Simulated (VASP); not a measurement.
# As (P6_3/mmc) in VASP: further runs, part 2 of 2

VASP 6.6.1. The steps go on from the part before.

**5. Relaxation of cell and atoms, revPBE**

This run uses another cell than the first one, of 18.30 Å³/atom, 0.866 times its volume.

The input, INCAR:

```
SYSTEM = As
  PREC = Accurate
  ENCUT = 600
  EDIFF = 1E-7
  ISMEAR = -1
  SIGMA = 0.1
  LREAL = .FALSE.
  LASPH = .TRUE.
  NELM = 100
  ALGO = Normal
  ISIF = 3
  LWAVE = .FALSE.
  LCHARG = .FALSE.
  GGA = RE
  IBRION = 2
  NSW = 80
  EDIFFG = -0.01
```

The input, KPOINTS:

```
Automatic mesh
0
G
  12 12 4
  0 0 0
```

The input, POSCAR:

```
As
1.0
    2.9579811701      0.0000000000      0.0000000000
   -1.4789905850      2.5616868372      0.0000000000
    0.0000000000      0.0000000000      9.6607665014
As
4
Direct
    0.0000000000      0.0000000000      0.0000000000
    0.0000000000      0.0000000000      0.5000000000
    0.3333333333      0.6666666667      0.2500000000
    0.6666666667      0.3333333333      0.7500000000
```

Potentials or basis: VASP PAW PBE potentials, release 64 (As).

Launch:

```console
cat potpaw_PBE.64/As/POTCAR > POTCAR
mpirun -np 1 vasp_std > vasp.out
```

OUTCAR:

```text
SYSTEM = As
   PREC = Accurate
   ENCUT = 600
   EDIFF = 1E-7
   ISMEAR = -1
   LREAL = .FALSE.
   LASPH = .TRUE.
   NELM = 100
   ISIF = 3
   GGA = RE
   IBRION = 2
   NSW = 80
   EDIFFG = -0.01

 ion  position               nearest neighbor table
   1  0.000  0.000  0.000-
   2  0.000  0.000  0.500-
   3  0.333  0.667  0.250-
   4  0.667  0.333  0.750-

  LATTYP: Found a hexagonal cell.
 ALAT       =     2.9579811701
 C/A-ratio  =     3.2660000000

  Lattice vectors:

 A1 = (   2.9579811701,   0.0000000000,   0.0000000000)
 A2 = (  -1.4789905850,   2.5616868372,   0.0000000000)
 A3 = (   0.0000000000,   0.0000000000,   9.6607665014)

Analysis of symmetry for initial positions (statically):
=====================================================================
 Subroutine PRICEL returns:
 Original cell was already a primitive cell.

 Routine SETGRP: Setting up the symmetry group for a
 hexagonal supercell.

 Subroutine GETGRP returns: Found 24 space group operations
 (whereof 12 operations were pure point group operations)
 out of a pool of 24 trial point group operations.

The static configuration has the point symmetry D_3d.
 The point group associated with its full space group is D_6h.

Analysis of symmetry for dynamics (positions and initial velocities):
=====================================================================
 Subroutine PRICEL returns:
 Original cell was already a primitive cell.

 Routine SETGRP: Setting up the symmetry group for a
 hexagonal supercell.

 Subroutine GETGRP returns: Found 24 space group operations
 (whereof 12 operations were pure point group operations)
 out of a pool of 24 trial point group operations.

The dynamic configuration has the point symmetry D_3d.
 The point group associated with its full space group is D_6h.

 Subroutine INISYM returns: Found 24 space group operations
 (whereof 12 operations are pure point group operations),
 and found     1 'primitive' translations

[... 141 lines left out ...]
 Free energy of the ion-electron system (eV)
  ---------------------------------------------------
  ext. energy  EPLUGINS =         0.00000000
  ---------------------------------------------------
  free energy    TOTEN  =       -15.25418205 eV

  energy without entropy =      -15.19349752  energy(sigma->0) =      -15.22383978

------------------------ aborting loop because EDIFF is reached ----------------------------------------

  FORCE on cell =-STRESS in cart. coord.  units (eV):
  Direction    XX          YY          ZZ          XY          YZ          ZX
  --------------------------------------------------------------------------------------
  -------------------------------------------------------------------------------------
  Total        2.4388291      2.4388291      3.3546267      0.0000000     -0.0000000      0.0000000
  in kB       53.3775863     53.3775863     73.4212468      0.0000000     -0.0000000      0.0000000
  external PRESSURE =      60.0588065 kB  Pullay stress =       0.0000000 kB
[... 215 lines left out ...]
--------------------------------------- Ionic step        7  -------------------------------------------

 number of electron      20.0000005 magnetization

 Free energy of the ion-electron system (eV)
  ---------------------------------------------------
  ext. energy  EPLUGINS =         0.00000000
  ---------------------------------------------------
  free energy    TOTEN  =       -15.35524717 eV

  energy without entropy =      -15.29246846  energy(sigma->0) =      -15.32385782

 E-fermi :   6.3163     XC(G=0): -10.6247

 val. band max:        6.2712162514   @ k =   0.2500   0.1667   0.2500
 cond. band min:       6.3279840140   @ k =   0.1667   0.0833   0.2500
 fundamental gap:      0.0567677626
 Fermi energy:         6.3162503747

 k-point     1 :       0.0000    0.0000    0.0000
  band No.  band energies     occupation
      1      -8.5980      2.00000
      2      -7.2873      2.00000
      3      -7.2747      2.00000
      4      -4.7235      2.00000
      5      -0.3212      2.00000
      6       4.8738      2.00000
      7       4.8806      2.00000
      8      10.5856      0.00000
      9      10.5856      0.00000
     10      11.2163      0.00000
     11      11.2163      0.00000
     12      11.2725      0.00000
     13      11.2725      0.00000
     14      11.3541      0.00000
[... 377 lines left out ...]
      1      -6.2547      2.00000
      2      -5.6272      2.00000
      3      -4.4638      2.00000
      4      -3.1876      2.00000
      5       1.8756      2.00000
      6       2.4773      2.00000
      7       2.6709      2.00000
      8       3.8146      2.00000
      9       4.7031      2.00000
     10       5.7207      1.99483
     11       7.7665      0.00000
     12       8.1163      0.00000
     13       8.3641      0.00000
     14       9.4244      0.00000

 [... further k-points ...]

------------------------ aborting loop because EDIFF is reached ----------------------------------------

  FORCE on cell =-STRESS in cart. coord.  units (eV):
  Direction    XX          YY          ZZ          XY          YZ          ZX
  --------------------------------------------------------------------------------------
  -------------------------------------------------------------------------------------
  Total       -0.0327501     -0.0327501     -0.0268506     -0.0000000      0.0000000      0.0000000
  in kB       -0.6693303     -0.6693303     -0.5487596     -0.0000000      0.0000000      0.0000000
  external PRESSURE =      -0.6291401 kB  Pullay stress =       0.0000000 kB
[... 19 lines left out ...]
  FREE ENERGIE OF THE ION-ELECTRON SYSTEM (eV)
  ---------------------------------------------------
  free  energy   TOTEN  =       -15.3552471714 eV

  energy  without entropy=      -15.2924684604  energy(sigma->0) =      -15.32385782

 reached required accuracy - stopping structural energy minimisation
```

Run time: 3.1 min. Hardware: 1 thread of Intel Xeon Platinum 8259CL at 2.50GHz (Skylake/Cascade Lake), shared host; peak memory 0.24 GiB.

Results:

* Free energy: -15.3552 eV
* Relaxed volume: 19.60 Å³/atom
* Relaxed cell: a = 2.990 Å, b = 2.990 Å, c = 10.125 Å, α = 90.00°, β = 90.00°, γ = 120.00°
* Space group after relaxing (to 0.05 Å): P6_3/mmc (No. 194)
* Energy gained by relaxing: 25.3 meV/atom
* Ionic steps: 7
* Pressure after relaxing: -0.1 GPa

Step by step:
```csv
step,energy change (eV),largest force (eV/Å),pressure (GPa),volume (Å³)
1,0.0000,0.0000,6.01,73.20
2,-0.0769,0.0000,-2.23,80.71
3,-0.0930,0.0000,-0.10,78.35
4,-0.0970,0.0000,-0.07,78.33
5,-0.1011,0.0000,0.08,78.25
6,-0.1011,0.0000,0.08,78.25
7,-0.1011,0.0000,-0.06,78.39
```

Final structure:
```yaml
crystal:
  lattice:
    - [2.99000, 0.00000, 0.00000]
    - [-1.49500, 2.58942, 0.00000]
    - [0.00000, 0.00000, 10.12532]
  atoms:
    - { symbol: As, position: [0.00000, 0.00000, 0.00000] }
    - { symbol: As, position: [0.00000, 0.00000, 0.50000] }
    - { symbol: As, position: [0.33333, 0.66667, 0.25000] }
    - { symbol: As, position: [0.66667, 0.33333, 0.75000] }
```

Levels at points of the mesh, in eV from the Fermi level:
```tsv
k point	band 8	band 9	band 10	band 11	band 12	band 13
(0.00, 0.00, 0.00)	4.27	4.27	4.90	4.90	4.96	4.96
(0.50, 0.00, 0.00)	-4.10	-1.94	-1.09	0.82	1.71	2.00
(0.00, 0.00, 0.50)	2.51	4.45	4.45	4.45	4.45	5.48
(0.50, 0.00, 0.50)	-5.05	-0.55	-0.55	1.11	1.11	1.13
```

Caveat: the bands computed are all filled at some k points, so no gap is given; the PAW data sets were made with another functional, which shifts forces and pressure a little.

**6. Summary**

| task | cell | k mesh | cutoff (eV) | gap on the mesh (eV) | pressure (GPa) |
| --- | --- | --- | --- | --- | --- |
| single point | a = 3.067, b = 3.067, c = 10.381 Å, angles 90.0, 90.0, 120.0°, 4 atoms | 14 × 14 × 4 | 520 | none | -5.1 |
| single point | a = 3.105, b = 3.105, c = 10.507 Å, angles 90.0, 90.0, 120.0°, 4 atoms | 14 × 14 × 4 | 520 | none | -6.8 |
| single point | a = 2.989, b = 2.989, c = 10.118 Å, angles 90.0, 90.0, 120.0°, 4 atoms | 16 × 16 × 4 | 520 | none | 0.1 |
| relaxation of cell and atoms | relaxed from a = 2.958, b = 2.958, c = 9.661 Å, angles 90.0, 90.0, 120.0°, 4 atoms | 12 × 12 × 4 | 600 | - | -0.1 |

Alike in all rows: level revPBE; potentials or basis VASP PAW PBE potentials, release 64 (As); no spin polarisation; smearing fermi-dirac 0.1 eV.

Caveats: the PAW data sets were made with another functional, which shifts forces and pressure a little; the bands computed are all filled at some k points, so no gap is given (some runs).

Total energies depend on the potentials used, so only differences within one code and one set of settings carry meaning.
